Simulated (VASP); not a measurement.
# SnS2 (P-3m1) in VASP: phonons with PBE+D3(BJ)

Aim: the phonons of SnS2 with PBE+D3(BJ).

All numbers are computed with VASP 6.6.1; they aren't measurements. Logs are shortened: lines on timing, memory, paths and dates and some standing lists are left out, and cuts for length are marked.

**1. The cell of the first run**

It takes space group P-3m1 (No. 164, trigonal). Conventional cell: a = 3.598 Å, b = 3.598 Å, c = 5.494 Å, α = 90.00°, β = 90.00°, γ = 120.00°. Sn (site symmetry -3m) has 6 S at 2.53 Å within 3.3 Å. S (site symmetry 3m) has 3 Sn at 2.53 Å and 3 S at 3.32 Å within 3.4 Å.

**2. Phonons, PBE+D3(BJ)**

Input file INCAR:

```
PREC = Accurate ; ENCUT = 500
EDIFF = 1E-8 ; ISMEAR = 0
SIGMA = 0.05 ; LREAL = False
LASPH = True ; NELM = 120
ALGO = Normal ; ISIF = 2
LWAVE = False ; LCHARG = False
GGA = PE ; IVDW = 12
NBANDS = 20 ; IBRION = 6
NFREE = 2 ; POTIM = 0.015
NSW = 1 ; GGA_COMPAT = False
```

Input file KPOINTS:

```
regular mesh
0
Gamma
  12 12 6
```

Input file POSCAR:

```
SnS2
1.0
    3.5983003419      0.0000000000      0.0000000000
   -1.7991501709      3.1162195065      0.0000000000
    0.0000000000      0.0000000000      5.4940000000
Sn S
1 2
Direct
    0.0000000000      0.0000000000      0.0000000000
    0.6666666667      0.3333333333      0.2639000000
    0.3333333333      0.6666666667      0.7361000000
```

Potentials or basis: VASP PAW PBE potentials, release 64 (Sn_d, S).

The run is started by

```bash
$ cat potpaw_PBE.64/Sn_d/POTCAR potpaw_PBE.64/S/POTCAR > POTCAR
$ mpirun -np 1 vasp_std > vasp.out
```

OUTCAR:

```text
PREC = Accurate
   ENCUT = 500
   EDIFF = 1E-8
   ISMEAR = 0
   LREAL = False
   LASPH = True
   NELM = 120
   ISIF = 2
   GGA = PE
   IVDW = 12
   IBRION = 6
   NFREE = 2
   POTIM = 0.015
   NSW = 1
 IVDW          = 12

 ion  position               nearest neighbor table
   1  0.000  0.000  0.000-   2 2.53   3 2.53   3 2.53   2 2.53   2 2.53   3 2.53
   2  0.667  0.333  0.264-   1 2.53   1 2.53   1 2.53
   3  0.333  0.667  0.736-   1 2.53   1 2.53   1 2.53

  LATTYP: Found a hexagonal cell.
 ALAT       =     3.5983003419
 C/A-ratio  =     1.5268319701

  Lattice vectors:

 A1 = (   3.5983003419,   0.0000000000,   0.0000000000)
 A2 = (  -1.7991501709,   3.1162195065,   0.0000000000)
 A3 = (   0.0000000000,   0.0000000000,   5.4940000000)

Analysis of symmetry for initial positions (statically):
=====================================================================
 Subroutine PRICEL returns:
 Original cell was already a primitive cell.

 Routine SETGRP: Setting up the symmetry group for a
 hexagonal supercell.

 Subroutine GETGRP returns: Found 12 space group operations
 (whereof 12 operations were pure point group operations)
 out of a pool of 24 trial point group operations.

The static configuration has the point symmetry D_3d.

Analysis of symmetry for dynamics (positions and initial velocities):
=====================================================================
 Subroutine PRICEL returns:
 Original cell was already a primitive cell.

 Routine SETGRP: Setting up the symmetry group for a
 hexagonal supercell.

 Subroutine GETGRP returns: Found 12 space group operations
 (whereof 12 operations were pure point group operations)
 out of a pool of 24 trial point group operations.

The dynamic configuration has the point symmetry D_3d.

 Subroutine INISYM returns: Found 12 space group operations
 (whereof 12 operations are pure point group operations),
 and found     1 'primitive' translations

----------------------------------------------------------------------------------------

                                     Primitive cell

  volume of cell :      61.6047

  direct lattice vectors                    reciprocal lattice vectors
     3.598300342  0.000000000  0.000000000     0.277908986  0.160450828  0.000000000
    -1.799150171  3.116219506  0.000000000     0.000000000  0.320901656  0.000000000
     0.000000000  0.000000000  5.494000000     0.000000000  0.000000000  0.182016746

  length of vectors
     3.598300342  3.598300342  5.494000000     0.320901656  0.320901656  0.182016746

  position of ions in fractional coordinates (direct lattice)
     0.000000000  0.000000000  0.000000000
     0.666666667  0.333333333  0.263900000
     0.333333333  0.666666667  0.736100000

  ion indices of the primitive-cell ions
   primitive index   ion index
                 1           1
                 2           2
                 3           3

----------------------------------------------------------------------------------------

 KPOINTS: regular mesh

Automatic generation of k-mesh.
 Grid dimensions read from file:
 generate k-points for:   12   12    6

 Generating k-lattice:

  Cartesian coordinates                     Fractional coordinates (reciprocal lattice)
     0.023159082  0.013370902  0.000000000     0.083333333  0.000000000  0.000000000
     0.000000000  0.026741805  0.000000000     0.000000000  0.083333333  0.000000000
     0.000000000  0.000000000  0.030336124     0.000000000  0.000000000  0.166666667

  Length of vectors
     0.026741805  0.026741805  0.030336124

  Shift w.r.t. Gamma in fractional coordinates (k-lattice)
     0.000000000  0.000000000  0.000000000

 Subroutine IBZKPT returns following result:
 ===========================================

 Found    100 irreducible k-points:

 Following reciprocal coordinates:
            Coordinates               Weight
  0.000000  0.000000  0.000000      1.000000
  0.083333 -0.000000  0.000000      6.000000
  0.166667 -0.000000  0.000000      6.000000
  0.250000  0.000000  0.000000      6.000000
  0.333333  0.000000  0.000000      6.000000
  0.416667 -0.000000  0.000000      6.000000
[... 16 lines left out ...]
  0.166667 -0.000000  0.166667      6.000000
  0.000000  0.166667  0.166667      6.000000
 [... further k-points ...]
   k-points           NKPTS =    100   k-points in BZ     NKDIM =    100   number of bands    NBANDS=     20
   number of dos      NEDOS =    301   number of ions     NIONS =      3
   total plane-waves  NPLWV =  31360
   dimension x,y,z NGX =    28 NGY =   28 NGZ =   40
   dimension x,y,z NGXF=    56 NGYF=   56 NGZF=   80
   ions per type =               1   2
   NGX,Y,Z   is equivalent  to a cutoff of  12.94, 12.94, 12.10 a.u.
   NGXF,Y,Z  is equivalent  to a cutoff of  25.87, 25.87, 24.21 a.u.
 SYSTEM =  unknown system
   PREC   = accura    normal or accurate (medium, high low for compatibility)
   ISTART =      0    job   : 0-new  1-cont  2-samecut
   ICHARG =      2    charge: 1-file 2-atom 10-const
   ISPIN  =      1    spin polarized calculation?
   LNONCOLLINEAR =      F non collinear calculations
   LSORBIT =      F    spin-orbit coupling
   LASPH  =      T    aspherical Exc in radial PAW
   ENCUT  =  500.0 eV  36.75 Ry    6.06 a.u.   6.56  6.56 10.02*2*pi/ulx,y,z
   NELM   =    120;   NELMIN=  2; NELMDL= -5     # of ELM steps
   EDIFF  = 0.1E-07   stopping-criterion for ELM
   LREAL  =      F    real-space projection
   EDIFFG = 0.1E-06   stopping-criterion for IOM
   NSW    =     73    number of steps for IOM
   IBRION =      6    ionic relax: 0-MD 1-quasi-New 2-CG
   NFREE  =      2    steps in history (QN), initial steepest desc. (CG)
   ISIF   =      2    stress and relaxation
   ISYM   =      2    0-nonsym 1-usesym 2-fastsym
   POTIM  = 0.0150    time-step for ionic-motion
   TEBEG  =    0.0;   TEEND  =   0.0 temperature during run
   PSTRESS=    0.0 pullay stress
   NELECT =      26.0000    total number of electrons
   NUPDOWN=      -1.0000    fix difference up-down
   EMIN   =  10.00;   EMAX   =-10.00  energy-range for DOS
   EFERMI =   0.00;   METHOD = LEGACY
   ISMEAR =     0;   SIGMA  =   0.05  broadening in eV -4-tet -1-fermi 0-gaus
   EFERMI_NEDOS =   21; number of points for ismear=-14 and -15
   IALGO  =     38    algorithm
   IMIX   =      4    mixing-type and parameters
     AMIX     =   0.40;   BMIX     =  1.00
     AMIX_MAG =   1.60;   BMIX_MAG =  1.00
  volume/ion in A,a.u.               =      20.53       138.58
  Fermi-wavevector in a.u.,A,eV,Ry     =   1.227989  2.320563 20.517010  1.507958
  Thomas-Fermi vector in A             =   2.362932
   LORBIT       =      0    0 simple, 1 ext, 2 COOP (PROOUT), +10 PAW based schemes
   GGA     = PE    functional components
   LHFCALC =     F    Hartree Fock is set to
   AEXX    =    0.0000 exact exchange contribution
   IVDW    =    12    specifies the selected vdW correction
   LEPSILON=     F    determine dielectric tensor
   LRPA    =     F    only Hartree local field effects (RPA)
 finite differences with symmetry
 non-spin polarized calculation
 Gauss-broadening in eV      SIGMA  =   0.05
  energy-cutoff  :      500.00
  volume of cell :       61.60
 maximum number of plane-waves:      1604
 NGX is ok and might be reduce to    28
   NGX = 13   NGY = 13   NGZ = 21

--------------------------------------- Ionic step        1  -------------------------------------------

 number of electron      25.9999996 magnetization

 Free energy of the ion-electron system (eV)
  ---------------------------------------------------
  ext. energy  EPLUGINS =         0.00000000
  ---------------------------------------------------
  free energy    TOTEN  =       -12.96599053 eV

  energy without entropy =      -12.96599053  energy(sigma->0) =      -12.96599053

------------------------ aborting loop because EDIFF is reached ----------------------------------------

 Edisp (eV)   -1.08963

 E8    (eV) :    -0.4459
[... 319 lines left out ...]
--------------------------------------- Ionic step        9  -------------------------------------------

 number of electron      25.9999996 magnetization

 Free energy of the ion-electron system (eV)
  ---------------------------------------------------
  ext. energy  EPLUGINS =         0.00000000
  ---------------------------------------------------
  free energy    TOTEN  =       -12.95803848 eV

  energy without entropy =      -12.95803848  energy(sigma->0) =      -12.95803848

 E-fermi :   6.4389     XC(G=0): -10.1485

 val. band max:        6.2347418886   @ k =   0.0000   0.0000   0.0000
 cond. band min:       7.3553486508   @ k =   0.4167  -0.0000   0.3333
 fundamental gap:      1.1206067622
 Fermi energy:         6.4388988592

 k-point     1 :       0.0000    0.0000    0.0000
  band No.  band energies     occupation
      1     -15.1022      2.00000
      2     -15.1022      2.00000
      3     -15.0513      2.00000
      4     -15.0169      2.00000
      5     -15.0169      2.00000
      6      -8.3978      2.00000
[... 541 lines left out ...]
     19      15.0606      0.00000
     20      15.7498      0.00000

 [... further k-points ...]

------------------------ aborting loop because EDIFF is reached ----------------------------------------

 Edisp (eV)   -1.08941

 E8    (eV) :    -0.4457
[... 26 lines left out ...]
  FREE ENERGIE OF THE ION-ELECTRON SYSTEM (eV)
  ---------------------------------------------------
  free  energy   TOTEN  =       -14.0474443099 eV

  energy  without entropy=      -14.0474443098  energy(sigma->0) =      -14.04744431

 INTERNAL STRAIN TENSORS FROM DISPLACED ATOMS
 ============================================

 INTERNAL STRAIN TENSOR FOR ION    1 for displacements in x,y,z  (eV/Angst):
          X           Y           Z          XY          YZ          ZX
  --------------------------------------------------------------------------------
  x     0.00000     0.00000     0.00000     0.00000     0.00000     0.00000
  y     0.00000     0.00000     0.00000     0.00000     0.00000     0.00000
  z     0.00000     0.00000     0.00000     0.00000     0.00000     0.00000

 INTERNAL STRAIN TENSOR FOR ION    3 for displacements in x,y,z  (eV/Angst):
          X           Y           Z          XY          YZ          ZX
  --------------------------------------------------------------------------------
  x     0.00000    -0.00000     0.00000     1.59663     0.00000     6.95497
  y     1.59663    -1.59663     0.00000    -0.00000     6.95497     0.00000
  z     7.76328     7.76328    14.92122     0.00000     0.00000     0.00000

 Eigenvectors and eigenvalues of the dynamical matrix
 ----------------------------------------------------

   1 f  =   10.545558 THz    66.259698 2PiTHz  351.761967 cm-1    43.612906 meV
             X         Y         Z           dx          dy          dz
      0.000000  0.000000  0.000000    -0.000000   -0.000000   -0.592205
      1.799150  1.038740  1.449867    -0.000000   -0.000000    0.569778
     -0.000000  2.077480  4.044133     0.000000    0.000000    0.569778
[... 25 lines left out ...]
   6 f  =    6.839208 THz    42.972014 2PiTHz  228.131437 cm-1    28.284681 meV
             X         Y         Z           dx          dy          dz
      0.000000  0.000000  0.000000    -0.285814    0.519026    0.000000
      1.799150  1.038740  1.449867     0.274766   -0.498964    0.000000
     -0.000000  2.077480  4.044133     0.274766   -0.498964    0.000000

   7 f/i=    0.000494 THz     0.003106 2PiTHz    0.016487 cm-1     0.002044 meV
             X         Y         Z           dx          dy          dz
      0.000000  0.000000  0.000000     0.000000   -0.000000    0.805788
      1.799150  1.038740  1.449867     0.000000   -0.000000    0.418752
     -0.000000  2.077480  4.044133     0.000000   -0.000000    0.418752

   8 f/i=    0.002335 THz     0.014674 2PiTHz    0.077900 cm-1     0.009658 meV
             X         Y         Z           dx          dy          dz
      0.000000  0.000000  0.000000    -0.701860   -0.395367    0.000000
      1.799150  1.038740  1.449867    -0.365040   -0.205632    0.000000
     -0.000000  2.077480  4.044133    -0.365040   -0.205632    0.000000

   9 f/i=    0.002335 THz     0.014674 2PiTHz    0.077900 cm-1     0.009658 meV
             X         Y         Z           dx          dy          dz
      0.000000  0.000000  0.000000    -0.395367    0.701860    0.000000
      1.799150  1.038740  1.449867    -0.205632    0.365040    0.000000
     -0.000000  2.077480  4.044133    -0.205632    0.365040    0.000000

 ELASTIC MODULI CONTR FROM IONIC RELAXATION (kBar)
 Direction    XX          YY          ZZ          XY          YZ          ZX
 --------------------------------------------------------------------------------
 XX        -256.7523   -216.7428   -455.0348     -0.0000    -87.1412     -0.0000
 YY        -216.7428   -256.7523   -455.0348     -0.0000     87.1412      0.0000
 ZZ        -455.0348   -455.0348   -874.5883     -0.0000      0.0000     -0.0000
 XY          -0.0000     -0.0000     -0.0000    -20.0048      0.0000    -87.1412
 YZ         -87.1412     87.1412      0.0000      0.0000   -379.5895     -0.0000
 ZX          -0.0000      0.0000     -0.0000    -87.1412     -0.0000   -379.5894
 --------------------------------------------------------------------------------
```

Wall time 12 min (1 thread of AMD EPYC 9R45 (Zen 5), shared host); peak memory 0.76 GiB.

Results:

| Item | Value |
| --- | --- |
| Highest phonon frequency at Γ, LO-TO splitting left out | 352 cm⁻¹ |
| Dispersion energy per atom | -0.363 eV |

Phonon frequencies in cm⁻¹ (negative: imaginary):
| q point | frequencies |
| --- | --- |
| (0.000, 0.000, 0.000) | 0 0 0 228 228 237 237 335 352 |

Caveat: the cell stands under pressure or tension, which shifts response properties; spin-orbit coupling is left out, which moves the levels of the heavy elements.
